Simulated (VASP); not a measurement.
**SnTe: single point with PBE**

SnTe:

```
Sn Te
1.0
     4.26880    0.00000    0.00000
    -2.13440    3.69689    0.00000
     0.00000    0.00000    4.17112
Sn Te
1 1
Direct
  0.66667 0.33333 0.00000
  0.00000 0.00000 0.50000
```

The cell was built from a structure type or drawn by symmetry, and may not be a known phase.

* Program: VASP 6.6.1
* Task: single point
* Functional: PBE
* Potentials or basis: VASP PAW PBE potentials, release 64 (Sn_d, Te)
* Cutoff: 520 eV
* k mesh: 18 × 18 × 10
* Occupations: gaussian, width 0.1 eV
* Spin: no spin polarisation

The pressure is -0.1 GPa. The band gap on the k mesh is zero (bands 10 and 11 overlap by 1.90 eV).

Levels at points of the mesh, in eV from the Fermi level:
```tsv
k point	band 8	band 9	band 10	band 11	band 12	band 13
(0.00, 0.00, 0.00)	-2.48	-1.26	-1.26	2.52	2.52	3.65
(0.50, 0.00, 0.00)	-2.50	-1.64	-1.07	1.68	2.01	3.84
(0.00, 0.00, 0.50)	-0.40	-0.40	0.84	1.15	2.26	2.26
(0.50, 0.00, 0.50)	-4.27	-4.10	-1.12	0.99	2.34	2.38
```

Wall time 2.7 min on 1 thread of Intel Xeon 8259CL, on a shared host, peak memory 0.37 GiB.

Caveat: spin-orbit coupling is left out, which moves the levels of the heavy elements.
